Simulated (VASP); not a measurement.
CoO: single point with PBEsol

Crystal: CoO.

```
Co O
1.0
     0.00000    2.13150    2.13150
     2.13150    0.00000    2.13150
     2.13150    2.13150    0.00000
Co O
1 1
Direct
  0.00000 0.00000 0.00000
  0.50000 0.50000 0.50000
```

```yaml
Program: VASP 6.6.1
Task: single point
Functional: PBEsol
Potentials_or_basis: VASP PAW PBE potentials, release 64 (Co, O)
Cutoff: 520 eV
k_mesh: 11 × 11 × 11
Occupations: fermi-dirac, width 0.05 eV
Spin: collinear spin, ferromagnetic start
Starting_moments: "[3.5, 0.0] μB"
```

| Item | Value |
| --- | --- |
| Pressure | -11.3 GPa |
| Net moment | 2.94 μB per cell |
| Site moments | Co +2.57; O +0.32 μB |
| Valence electrons inside the program's atomic spheres | Co 7.80; O 4.95 |

Levels at points of the mesh, in eV from the Fermi level:
Spin up:
| k point | band 5 | band 6 | band 7 | band 8 | band 9 | band 10 | band 11 | band 12 | band 13 | band 14 |
| --- | --- | --- | --- | --- | --- | --- | --- | --- | --- | --- |
| (0.00, 0.00, 0.00) | -3.21 | -3.21 | -3.14 | -3.14 | -3.14 | 0.83 | 16.56 | 17.89 | 17.89 | 17.89 |
Spin down:
```
           k point  band 4  band 5  band 6  band 7  band 8  band 9
(0.00, 0.00, 0.00)   -2.60   -1.10   -1.10   -1.10   -0.13   -0.13
```

It took 77 s on 1 thread of Intel Xeon 8259CL (shared host), peak memory 0.17 GiB.

Caveat: the cell stands under tension; the PAW data sets were made with another functional, which shifts forces and pressure a little; a cell with one magnetic atom can't hold antiferromagnetic order, which such compounds often take; semilocal functionals often make such compounds metallic where correlation or magnetic order opens a gap, which also shifts bond lengths. With open d or f shells a metallic result of PBEsol can be an artefact of self-interaction; +U or a hybrid may open a gap.
